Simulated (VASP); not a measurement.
Set up this calculation in VASP 6.6.1, as the native input.

* Task: single point
* Functional: PBE
* Potentials or basis: VASP PAW PBE potentials, release 64 (Mg, O, N)
* Cutoff: 520 eV
* k mesh: 5 × 5 × 1
* Occupations: gaussian, width 0.05 eV
* Spin: no spin polarisation
* Dipole correction: yes
* Further INCAR settings: LREAL = Auto; ALGO = Normal; EDIFF = 1e-06; NBANDS = 72

The structure of Mg6NO6 lies in POSCAR:

```
Mg6NO6
1.0
    6.0171792582      0.0000000000      0.0000000000
    0.0000000000      6.0171792582      0.0000000000
    0.0000000000      0.0000000000     20.8799623436
Mg O N
12 12 2
Direct
    0.2500000000      0.2500000000      0.1915712267
    0.2500000000      0.7500000000      0.1915712267
    0.7500000000      0.2500000000      0.1915712267
    0.7500000000      0.7500000000      0.1915712267
    0.0000000000      0.0000000000      0.2936999204
    0.0000000000      0.5000000000      0.2936999204
    0.5000000000      0.0000000000      0.2936999204
    0.5000000000      0.5000000000      0.2936999204
    0.2500000000      0.2500000000      0.3942063725
    0.2500000000      0.7500000000      0.3942063725
    0.7500000000      0.2500000000      0.3942063725
    0.7500000000      0.7500000000      0.3942063725
    0.0000000000      0.0000000000      0.1915712267
    0.0000000000      0.5000000000      0.1915712267
    0.5000000000      0.0000000000      0.1915712267
    0.5000000000      0.5000000000      0.1915712267
    0.2500000000      0.2500000000      0.2932336620
    0.2500000000      0.7500000000      0.2932336620
    0.7500000000      0.2500000000      0.2932336620
    0.7500000000      0.7500000000      0.2932336620
    0.0000000000      0.0000000000      0.3965506358
    0.0000000000      0.5000000000      0.3965506358
    0.5000000000      0.0000000000      0.3965506358
    0.5000000000      0.5000000000      0.3965506358
    0.0000000000      0.0625000000      0.5974246321
    0.0000000000      0.0625000000      0.6502102614
```

One way to write it, as run:

INCAR

```
ALGO = Normal
DIPOL = 0.5 0.5 0.319
EDIFF = 1E-6
ENCUT = 520
GGA = PE
IDIPOL = 3
ISIF = 2
ISMEAR = 0
LASPH = True
LCHARG = False
LDIPOL = True
LREAL = Auto
LWAVE = False
NBANDS = 72
NELM = 60
PREC = Accurate
SIGMA = 0.05
```

KPOINTS

```
k-points
0
Gamma
  5 5 1
```

Potentials or basis: VASP PAW PBE potentials, release 64 (Mg, O, N).

Command:

```console
$ cat potpaw_PBE.64/Mg/POTCAR potpaw_PBE.64/O/POTCAR potpaw_PBE.64/N/POTCAR > POTCAR
$ mpirun -np 1 vasp_std > vasp.out
```

It gave:

| Item | Value |
| --- | --- |
| Largest force | 1.747 eV/Å |
| Band gap on the k mesh | 3.09 eV (least direct gap 3.14 eV) |

Caveat: the standard files for N, O and F lose accuracy on very short bonds.

It took 12 min on 1 thread of AMD EPYC 9R45 96-Core Processor (Zen 5) (shared host), peak memory 0.86 GiB.
